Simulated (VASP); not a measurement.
# SiO2 (P6_222) in VASP: a series of runs, part 2 of 2

VASP 6.6.1. The steps go on from the part before.

### Step 4. Single point, PBE

This run uses another cell than the first one, of 13.38 Å³/atom.

The input, INCAR:

```
SYSTEM = SiO2
PREC     = Accurate       ! precision mode
ENCUT    = 520            ! plane-wave cutoff, eV
EDIFF    = 1E-6           ! SCF threshold, eV
ISMEAR   = -1             ! smearing method
SIGMA    = 0.05           ! smearing width, eV
LREAL    = .False.        ! projectors in reciprocal space
LASPH    = .True.         ! aspherical terms in the spheres
NELM     = 100            ! most SCF steps
ALGO     = Normal         ! electronic algorithm
ISIF     = 2              ! what is computed and relaxed
LWAVE    = .False.        ! write WAVECAR
LCHARG   = .False.        ! write CHGCAR
GGA      = PE             ! functional
NBANDS   = 34             ! bands
```

The input, KPOINTS:

```
Automatic mesh
0
Gamma
  6 6 5
  0 0 0
```

The input, POSCAR:

```
SiO2
1.0
    5.0271206966      0.0000000000      0.0000000000
   -2.5135603482      4.3536142311      0.0000000000
    0.0000000000      0.0000000000      5.5033157164
Si O
3 6
Direct
    0.5000000000      0.0000000000      0.0000000000
    0.5000000000      0.5000000000      0.3333333333
    0.0000000000      0.5000000000      0.6666666667
    0.4172565700      0.2086282850      0.1666666667
    0.7913717150      0.2086282850      0.8333333333
    0.2086282850      0.4172565700      0.5000000000
    0.5827434300      0.7913717150      0.1666666667
    0.2086282850      0.7913717150      0.8333333333
    0.7913717150      0.5827434300      0.5000000000
```

Potentials or basis: VASP PAW PBE potentials, release 64 (Si, O).

The run is started by

```bash
cat potpaw_PBE.64/Si/POTCAR potpaw_PBE.64/O/POTCAR > POTCAR
mpirun -np 1 vasp_std > vasp.out
```

OUTCAR:

```text
SYSTEM = SiO2
   PREC = Accurate
   ENCUT = 520
   EDIFF = 1E-6
   ISMEAR = -1
   LREAL = .False.
   LASPH = .True.
   NELM = 100
   ISIF = 2
   GGA = PE

 ion  position               nearest neighbor table
   1  0.500  0.000  0.000-   4 1.60   7 1.60   5 1.60   8 1.60   2 3.11   2 3.11   3 3.11   3 3.11

   2  0.500  0.500  0.333-   4 1.60   7 1.60   6 1.60   9 1.60   1 3.11   1 3.11   3 3.11   3 3.11

   3  0.000  0.500  0.667-   5 1.60   8 1.60   6 1.60   9 1.60   1 3.11   1 3.11   2 3.11   2 3.11

   4  0.417  0.209  0.167-   2 1.60   1 1.60
   5  0.791  0.209  0.833-   3 1.60   1 1.60
   6  0.209  0.417  0.500-   3 1.60   2 1.60
   7  0.583  0.791  0.167-   2 1.60   1 1.60
   8  0.209  0.791  0.833-   3 1.60   1 1.60
   9  0.791  0.583  0.500-   3 1.60   2 1.60

  LATTYP: Found a hexagonal cell.
 ALAT       =     5.0271206966
 C/A-ratio  =     1.0947252013

  Lattice vectors:

 A1 = (   5.0271206966,   0.0000000000,   0.0000000000)
 A2 = (  -2.5135603482,   4.3536142311,   0.0000000000)
 A3 = (   0.0000000000,   0.0000000000,   5.5033157164)

Analysis of symmetry for initial positions (statically):
=====================================================================
 Subroutine PRICEL returns:
 Original cell was already a primitive cell.

 Routine SETGRP: Setting up the symmetry group for a
 hexagonal supercell.

 Subroutine GETGRP returns: Found 12 space group operations
 (whereof  4 operations were pure point group operations)
 out of a pool of 24 trial point group operations.

The static configuration has the point symmetry D_2 .
 The point group associated with its full space group is D_6 .

Analysis of symmetry for dynamics (positions and initial velocities):
=====================================================================
 Subroutine PRICEL returns:
 Original cell was already a primitive cell.

 Routine SETGRP: Setting up the symmetry group for a
 hexagonal supercell.

 Subroutine GETGRP returns: Found 12 space group operations
 (whereof  4 operations were pure point group operations)
 out of a pool of 24 trial point group operations.

The dynamic configuration has the point symmetry D_2 .
 The point group associated with its full space group is D_6 .

 Subroutine INISYM returns: Found 12 space group operations
 (whereof  4 operations are pure point group operations),
 and found     1 'primitive' translations

----------------------------------------------------------------------------------------

                                     Primitive cell

  volume of cell :     120.4464

  direct lattice vectors                    reciprocal lattice vectors
     5.027120697  0.000000000  0.000000000     0.198921025  0.114847107  0.000000000
    -2.513560348  4.353614231  0.000000000     0.000000000  0.229694214  0.000000000
     0.000000000  0.000000000  5.503315716     0.000000000  0.000000000  0.181708637

  length of vectors
     5.027120697  5.027120697  5.503315716     0.229694214  0.229694214  0.181708637

[... 48 lines left out ...]

 Following reciprocal coordinates:
            Coordinates               Weight
  0.000000  0.000000  0.000000      1.000000
  0.166667 -0.000000  0.000000      6.000000
  0.333333 -0.000000  0.000000      6.000000
  0.500000  0.000000  0.000000      3.000000
  0.166667  0.166667  0.000000      6.000000
  0.333333  0.166667  0.000000     12.000000
[... 13 lines left out ...]
  0.333333  0.166667  0.400000     24.000000
  0.333333  0.333333  0.400000      4.000000
   k-points           NKPTS =     21   k-points in BZ     NKDIM =     21   number of bands    NBANDS=     34
   number of dos      NEDOS =    301   number of ions     NIONS =      9
   total plane-waves  NPLWV =  67200
   dimension x,y,z NGX =    40 NGY =   40 NGZ =   42
   dimension x,y,z NGXF=    80 NGYF=   80 NGZF=   84
   ions per type =               3   6
   NGX,Y,Z   is equivalent  to a cutoff of  13.23, 13.23, 12.69 a.u.
   NGXF,Y,Z  is equivalent  to a cutoff of  26.46, 26.46, 25.37 a.u.
 SYSTEM =  SiO2
   PREC   = accura    normal or accurate (medium, high low for compatibility)
   ISTART =      0    job   : 0-new  1-cont  2-samecut
   ICHARG =      2    charge: 1-file 2-atom 10-const
   ISPIN  =      1    spin polarized calculation?
   LNONCOLLINEAR =      F non collinear calculations
   LSORBIT =      F    spin-orbit coupling
   LASPH  =      T    aspherical Exc in radial PAW
   ENCUT  =  520.0 eV  38.22 Ry    6.18 a.u.   9.35  9.35 10.23*2*pi/ulx,y,z
   NELM   =    100;   NELMIN=  2; NELMDL= -5     # of ELM steps
   EDIFF  = 0.1E-05   stopping-criterion for ELM
   LREAL  =      F    real-space projection
   EDIFFG = 0.1E-04   stopping-criterion for IOM
   NSW    =      0    number of steps for IOM
   IBRION =     -1    ionic relax: 0-MD 1-quasi-New 2-CG
   NFREE  =      0    steps in history (QN), initial steepest desc. (CG)
   ISIF   =      2    stress and relaxation
   ISYM   =      2    0-nonsym 1-usesym 2-fastsym
   POTIM  = 0.5000    time-step for ionic-motion
   TEBEG  =    0.0;   TEEND  =   0.0 temperature during run
   PSTRESS=    0.0 pullay stress
   NELECT =      48.0000    total number of electrons
   NUPDOWN=      -1.0000    fix difference up-down
   EMIN   =  10.00;   EMAX   =-10.00  energy-range for DOS
   EFERMI =   0.00;   METHOD = LEGACY
   ISMEAR =    -1;   SIGMA  =   0.05  broadening in eV -4-tet -1-fermi 0-gaus
   EFERMI_NEDOS =   21; number of points for ismear=-14 and -15
   IALGO  =     38    algorithm
   IMIX   =      4    mixing-type and parameters
     AMIX     =   0.40;   BMIX     =  1.00
     AMIX_MAG =   1.60;   BMIX_MAG =  1.00
  volume/ion in A,a.u.               =      13.38        90.31
  Fermi-wavevector in a.u.,A,eV,Ry     =   1.204733  2.276615 19.747234  1.451381
  Thomas-Fermi vector in A             =   2.340449
   LORBIT       =      0    0 simple, 1 ext, 2 COOP (PROOUT), +10 PAW based schemes
   GGA     = PE    functional components
   LHFCALC =     F    Hartree Fock is set to
   AEXX    =    0.0000 exact exchange contribution
   IVDW    =     0    specifies the selected vdW correction
   LEPSILON=     F    determine dielectric tensor
   LRPA    =     F    only Hartree local field effects (RPA)
 non-spin polarized calculation
  energy-cutoff  :      520.00
  volume of cell :      120.45
 maximum number of plane-waves:      3296
 NGX is ok and might be reduce to    40
   NGX = 19   NGY = 19   NGZ = 21

 number of electron      47.9999984 magnetization

 Free energy of the ion-electron system (eV)
  ---------------------------------------------------
  ext. energy  EPLUGINS =         0.00000000
  ---------------------------------------------------
  free energy    TOTEN  =       -70.95608272 eV

  energy without entropy =      -70.95608272  energy(sigma->0) =      -70.95608272

 E-fermi :   1.7684     XC(G=0):  -8.7950

 val. band max:        0.6798448319   @ k =   0.0000   0.0000   0.4000
 cond. band min:       6.5073857618   @ k =   0.0000   0.0000   0.0000
 fundamental gap:      5.8275409300
 Fermi energy:         1.7684308322

 k-point     1 :       0.0000    0.0000    0.0000
  band No.  band energies     occupation
      1     -18.8709      2.00000
      2     -17.3732      2.00000
      3     -17.3732      2.00000
      4     -16.7620      2.00000
      5     -16.7048      2.00000
      6     -16.7048      2.00000
[... 766 lines left out ...]
     33      12.0411      0.00000
     34      12.1403      0.00000

------------------------ aborting loop because EDIFF is reached ----------------------------------------

  FORCE on cell =-STRESS in cart. coord.  units (eV):
  Direction    XX          YY          ZZ          XY          YZ          ZX
  --------------------------------------------------------------------------------------
  -------------------------------------------------------------------------------------
  Total        6.8961200      6.8961200      6.8976970      0.0000000      0.0000000      0.0000000
  in kB       91.7321782     91.7321782     91.7531558      0.0000000      0.0000000      0.0000000
  external PRESSURE =      91.7391707 kB  Pullay stress =       0.0000000 kB

 VOLUME and BASIS-vectors are now :
 -----------------------------------------------------------------------------
  energy-cutoff  :      520.00
  volume of cell :      120.45
      direct lattice vectors                 reciprocal lattice vectors
     5.027120697  0.000000000  0.000000000     0.198921025  0.114847107  0.000000000
    -2.513560348  4.353614231  0.000000000     0.000000000  0.229694214  0.000000000
     0.000000000  0.000000000  5.503315716     0.000000000  0.000000000  0.181708637

 POSITION                                       TOTAL-FORCE (eV/Angst)
 -----------------------------------------------------------------------------------
      2.51356      0.00000      0.00000        -0.000000      0.000000      0.000000
      1.25678      2.17681      1.83444        -0.000000      0.000000     -0.000000
     -1.25678      2.17681      3.66888        -0.000000      0.000000      0.000000
      1.57320      0.90829      0.91722        -0.348296     -0.201089     -0.000000
      3.45392      0.90829      4.58610         0.348296     -0.201089     -0.000000
      0.00000      1.81657      2.75166        -0.000000     -0.402177      0.000000
      0.94036      3.44533      0.91722         0.348296      0.201089     -0.000000
     -0.94036      3.44533      4.58610        -0.348296      0.201089      0.000000
      2.51356      2.53704      2.75166         0.000000      0.402177     -0.000000
 -----------------------------------------------------------------------------------
    total drift:                               -0.000000      0.000000      0.000001

  FREE ENERGIE OF THE ION-ELECTRON SYSTEM (eV)
  ---------------------------------------------------
  free  energy   TOTEN  =       -70.9560827158 eV

  energy  without entropy=      -70.9560827157  energy(sigma->0) =      -70.95608272
```

Wall time 1.7 min (1 thread of Intel Xeon Platinum 8488C (Sapphire Rapids), shared host); peak memory 0.26 GiB.

Results:

- Free energy: -70.9561 eV
- Pressure: 9.2 GPa
- Largest force: 0.402 eV/Å
- Band gap on the k mesh: 5.83 eV (least direct gap 6.03 eV)

Forces in eV/Å, atoms in the order of the input:
```
Si   0.000  0.000  0.000
Si   0.000  0.000  0.000
Si   0.000  0.000  0.000
O   -0.348 -0.201  0.000
O    0.348 -0.201  0.000
O    0.000 -0.402  0.000
O    0.348  0.201  0.000
O   -0.348  0.201  0.000
O    0.000  0.402  0.000
```

Levels at points of the mesh, in eV from the valence-band top:
```tsv
k point	band 22	band 23	band 24	band 25	band 26	band 27
(0.00, 0.00, 0.00)	-0.48	-0.48	-0.20	5.83	9.08	9.08
(0.50, 0.00, 0.00)	-1.03	-0.36	-0.01	7.89	8.73	9.78
```

Caveat: the cell stands under pressure; an odd mesh through Γ misses points on the zone boundary, where band edges can lie.

### Step 5. Single point, PBE

This run uses another cell than the first one, of 13.66 Å³/atom.

The input, INCAR:

```
SYSTEM = SiO2
PREC = Accurate
ENCUT = 520
EDIFF = 1E-7
ISMEAR = -1
SIGMA = 0.05
LREAL = .False.
LASPH = .True.
NELM = 60
ALGO = Normal
ISIF = 2
LWAVE = .False.
LCHARG = .True.
GGA = PE
LELF = .True.
LVHAR = .True.
NBANDS = 34
```

KPOINTS is that of step 4.

POSCAR: that of step 4 with these lines changed.

```diff
@@ -2,5 +2,5 @@
 1.0
-    5.0271206966      0.0000000000      0.0000000000
-   -2.5135603482      4.3536142311      0.0000000000
-    0.0000000000      0.0000000000      5.5033157164
+    5.0610887587      0.0000000000      0.0000000000
+   -2.5305443793      4.3830314358      0.0000000000
+    0.0000000000      0.0000000000      5.5405014100
 Si O
```

The run is started by

```bash
cat potpaw_PBE.64/Si/POTCAR potpaw_PBE.64/O/POTCAR > POTCAR
mpirun -np 1 vasp_std > vasp.out
```

Wall time 2.1 min (1 thread of Intel Xeon Platinum 8488C (Sapphire Rapids), shared host); peak memory 0.26 GiB.

Results (log left out):

```
Free energy            : -71.0684 eV
Pressure               : 5.1 GPa
Largest force          : 0.237 eV/Å
Band gap on the k mesh : 5.71 eV (least direct gap 5.91 eV)
```

Forces on the atoms (eV/Å):
```
Si   0.000  0.000  0.000
Si   0.000  0.000  0.000
Si   0.000  0.000  0.000
O   -0.205 -0.118  0.000
O    0.205 -0.118  0.000
O    0.000 -0.237  0.000
O    0.205  0.118  0.000
O   -0.205  0.118  0.000
O    0.000  0.237  0.000
```

Levels at points of the mesh, in eV from the valence-band top:
| k point | band 20 | band 21 | band 22 | band 23 | band 24 | band 25 | band 26 | band 27 | band 28 | band 29 |
| --- | --- | --- | --- | --- | --- | --- | --- | --- | --- | --- |
| (0.00, 0.00, 0.00) | -0.99 | -0.99 | -0.47 | -0.47 | -0.20 | 5.71 | 8.98 | 8.98 | 9.22 | 9.22 |
| (0.50, 0.00, 0.00) | -1.18 | -1.16 | -1.01 | -0.35 | -0.01 | 7.77 | 8.59 | 9.66 | 9.70 | 9.72 |

Caveat: the cell stands under pressure; an odd mesh through Γ misses points on the zone boundary, where band edges can lie.

### Step 6. Overview

```csv
cell,gap on the mesh (eV),pressure (GPa),largest force (eV/Å)
"a = 4.958, b = 4.958, c = 5.427 Å, angles 90.0, 90.0, 120.0°, 9 atoms",6.03,18.6,0.78
"a = 4.993, b = 4.993, c = 5.466 Å, angles 90.0, 90.0, 120.0°, 9 atoms",5.93,13.7,0.58
"a = 5.027, b = 5.027, c = 5.503 Å, angles 90.0, 90.0, 120.0°, 9 atoms",5.83,9.2,0.40
"a = 5.061, b = 5.061, c = 5.541 Å, angles 90.0, 90.0, 120.0°, 9 atoms",5.71,5.1,0.24
```

Alike in all rows: task single point; level PBE; potentials or basis VASP PAW PBE potentials, release 64 (Si, O); no spin polarisation; k mesh 6 × 6 × 5; cutoff (eV) 520; smearing fermi-dirac 0.05 eV.

Caveats: the cell stands under pressure; an odd mesh through Γ misses points on the zone boundary, where band edges can lie.

Absolute energies hang on the potentials; compare differences alone.
